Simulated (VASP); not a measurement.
# CaO (Fm-3m) in VASP: settings compared, part 2 of 2

VASP 6.6.1. Earlier steps stand in the parts before.

## Step 5: Single point, LDA, collinear spin, ferromagnetic start

The input, INCAR:

```
SYSTEM = CaO
PREC = Accurate ; ENCUT = 520
EDIFF = 1E-7 ; ISMEAR = 0
SIGMA = 0.02 ; LREAL = .FALSE.
LASPH = .TRUE. ; NELM = 150
ALGO = Normal ; ISIF = 2
LWAVE = .FALSE. ; LCHARG = .FALSE.
ISPIN = 2 ; MAGMOM = 0.5 0
LORBIT = 11 ; GGA = CA
NBANDS = 19
```

The input, KPOINTS:

```
Automatic mesh
0
G
  10 10 10
  0 0 0
```

The input, POSCAR:

```
CaO
1.0
    0.0000000000      2.4035556960      2.4035556960
    2.4035556960      0.0000000000      2.4035556960
    2.4035556960      2.4035556960      0.0000000000
Ca O
1 1
Direct
    0.0000000000      0.0000000000      0.0000000000
    0.5000000000      0.5000000000      0.5000000000
```

Potentials or basis: VASP PAW LDA potentials, release 64 (Ca_sv, O).

Run with:

```
$ cat potpaw_LDA.64/Ca_sv/POTCAR potpaw_LDA.64/O/POTCAR > POTCAR
$ mpirun -np 1 vasp_std > vasp.out
```

OUTCAR:

```text
SYSTEM = CaO
   PREC = Accurate
   ENCUT = 520
   EDIFF = 1E-7
   ISMEAR = 0
   LREAL = .FALSE.
   LASPH = .TRUE.
   NELM = 150
   ISIF = 2
   ISPIN = 2
   LORBIT = 11
   GGA = CA

 ion  position               nearest neighbor table
   1  0.000  0.000  0.000-   2 2.40   2 2.40   2 2.40   2 2.40   2 2.40   2 2.40
   2  0.500  0.500  0.500-   1 2.40   1 2.40   1 2.40   1 2.40   1 2.40   1 2.40

  LATTYP: Found a face centered cubic cell.
 ALAT       =     4.8071113920

  Lattice vectors:

 A1 = (   0.0000000000,   2.4035556960,   2.4035556960)
 A2 = (   2.4035556960,   0.0000000000,   2.4035556960)
 A3 = (   2.4035556960,   2.4035556960,   0.0000000000)

[... 1271 lines left out ...]

 VOLUME and BASIS-vectors are now :
 -----------------------------------------------------------------------------
  energy-cutoff  :      520.00
  volume of cell :       27.77
      direct lattice vectors                 reciprocal lattice vectors
     0.000000000  2.403555696  2.403555696    -0.208025136  0.208025136  0.208025136
     2.403555696  0.000000000  2.403555696     0.208025136 -0.208025136  0.208025136
     2.403555696  2.403555696  0.000000000     0.208025136  0.208025136 -0.208025136

 POSITION                                       TOTAL-FORCE (eV/Angst)
 -----------------------------------------------------------------------------------
      0.00000      0.00000      0.00000        -0.000000      0.000000     -0.000000
      2.40356      2.40356      2.40356         0.000000     -0.000000      0.000000
 -----------------------------------------------------------------------------------
    total drift:                                0.000000      0.000000      0.000000

  FREE ENERGIE OF THE ION-ELECTRON SYSTEM (eV)
  ---------------------------------------------------
  free  energy   TOTEN  =       -14.1920831506 eV

  energy  without entropy=      -14.1920831506  energy(sigma->0) =      -14.19208315

 total charge

# of ion       s       p       d       tot
------------------------------------------
    1        2.041   5.873   0.308   8.222
    2        1.538   3.426   0.000   4.964
--------------------------------------------------
tot          3.579   9.299   0.308  13.186

 magnetization (x)

# of ion       s       p       d       tot
------------------------------------------
    1       -0.000   0.000  -0.000  -0.000
    2       -0.000  -0.000   0.000  -0.000
--------------------------------------------------
tot         -0.000  -0.000  -0.000  -0.000
```

Run time: 47 s. Hardware: 1 thread of Intel Xeon Platinum 8259CL at 2.50GHz (Skylake/Cascade Lake), shared host; peak memory 0.17 GiB.

What came out:

```yaml
Free_energy: -14.1921 eV
Pressure: -6.3 GPa
Band_gap_on_the_k_mesh: 3.46 eV, indirect (least direct gap 3.83 eV)
Net_moment: 0.00 μB per cell
Valence_electrons_inside_the_program's_atomic_spheres: Ca 8.22; O 4.96
```

A k mesh can miss the band edges. A hybrid or GW would open this gap; LDA tends to underestimate it.

## Step 6: Relaxation of cell and atoms, RPBE

The input, INCAR:

```
PREC = Accurate ; ENCUT = 600
EDIFF = 1E-7 ; ISMEAR = -1
SIGMA = 0.05 ; LREAL = False
LASPH = True ; NELM = 80
ALGO = Normal ; ISIF = 3
LWAVE = False ; LCHARG = False
GGA = RP ; IBRION = 2
NSW = 60 ; EDIFFG = -0.01
```

The input, KPOINTS:

```
Automatic mesh
0
Gamma
  10 10 10
```

POSCAR is that of step 5.

Potentials or basis: VASP PAW PBE potentials, release 64 (Ca_sv, O).

Run with:

```
$ cat potpaw_PBE.64/Ca_sv/POTCAR potpaw_PBE.64/O/POTCAR > POTCAR
$ mpirun -np 1 vasp_std > vasp.out
```

Run time: 85 s. Hardware: 1 thread of Intel Xeon Platinum 8259CL at 2.50GHz (Skylake/Cascade Lake), shared host; peak memory 0.16 GiB.

It converged, with:

```
Free energy                            : -12.0982 eV
Relaxed volume                         : 14.67 Å³/atom
Relaxed cell                           : a = 3.462 Å, b = 3.462 Å, c = 3.462 Å, α = 60.00°, β = 60.00°, γ = 60.00°
Space group after relaxing (to 0.05 Å) : Fm-3m (No. 225)
Energy gained by relaxing              : 13.7 meV/atom
Ionic steps                            : 3
Pressure after relaxing                : 0.0 GPa
Band gap on the k mesh                 : 3.75 eV, indirect (least direct gap 4.13 eV)
```

The path:
```csv
step,energy change (eV),largest force (eV/Å),pressure (GPa),volume (Å³)
1,0.0000,0.0000,5.88,27.77
2,-0.0248,0.0000,-1.61,29.87
3,-0.0274,0.0000,0.01,29.34
```

Final structure:
```yaml
crystal:
  lattice:
    - [0.00000, 2.44800, 2.44800]
    - [2.44800, 0.00000, 2.44800]
    - [2.44800, 2.44800, 0.00000]
  atoms:
    - { symbol: Ca, position: [0.00000, 0.00000, 0.00000] }
    - { symbol: O, position: [0.50000, 0.50000, 0.50000] }
```

Levels at points of the mesh, in eV from the valence-band top:
| k point | band 6 | band 7 | band 8 | band 9 | band 10 | band 11 |
| --- | --- | --- | --- | --- | --- | --- |
| (0.00, 0.00, 0.00) | 0.00 | 0.00 | 0.00 | 4.43 | 6.15 | 6.15 |
| (0.50, 0.00, 0.00) | -2.47 | -1.09 | -1.09 | 6.85 | 8.08 | 8.08 |
| (0.50, 0.50, 0.00) | -1.30 | -0.38 | -0.38 | 3.75 | 7.67 | 8.57 |

Caveat: the PAW data sets were made with another functional, which shifts forces and pressure a little. A k mesh can miss the band edges.

## Step 7: Summary

| task | level | potentials or basis | spin | cell | cutoff (eV) | smearing | gap on the mesh (eV) | pressure (GPa) | relaxed volume (Å³/atom) |
| --- | --- | --- | --- | --- | --- | --- | --- | --- | --- |
| relaxation of cell and atoms | PBEsol+D3(BJ) | VASP PAW PBE potentials, release 64 (Ca_sv, O) | off | relaxed | 600 | fermi-dirac 0.05 eV | 3.51 | 0.0 | 13.23 |
| relaxation of cell and atoms | PBEsol+D4 | VASP PAW PBE potentials, release 64 (Ca_sv, O) | off | relaxed | 600 | fermi-dirac 0.05 eV | 3.52 | 0.0 | 13.46 |
| single point | PBEsol+D3(BJ) | VASP PAW PBE potentials, release 64 (Ca_sv, O) | off | as given | 520 | fermi-dirac 0.05 eV | 3.53 | -5.3 | - |
| single point | LDA | VASP PAW LDA potentials, release 64 (Ca_sv, O) | collinear, ferromagnetic start | as given | 520 | gaussian 0.02 eV | 3.46 | -6.3 | - |
| relaxation of cell and atoms | RPBE | VASP PAW PBE potentials, release 64 (Ca_sv, O) | off | relaxed | 600 | fermi-dirac 0.05 eV | 3.75 | 0.0 | 14.67 |

Alike in all rows: k mesh 10 × 10 × 10.

Caveats: the PAW data sets were made with another functional, which shifts forces and pressure a little (some runs).

Absolute energies hang on the potentials; compare differences alone.
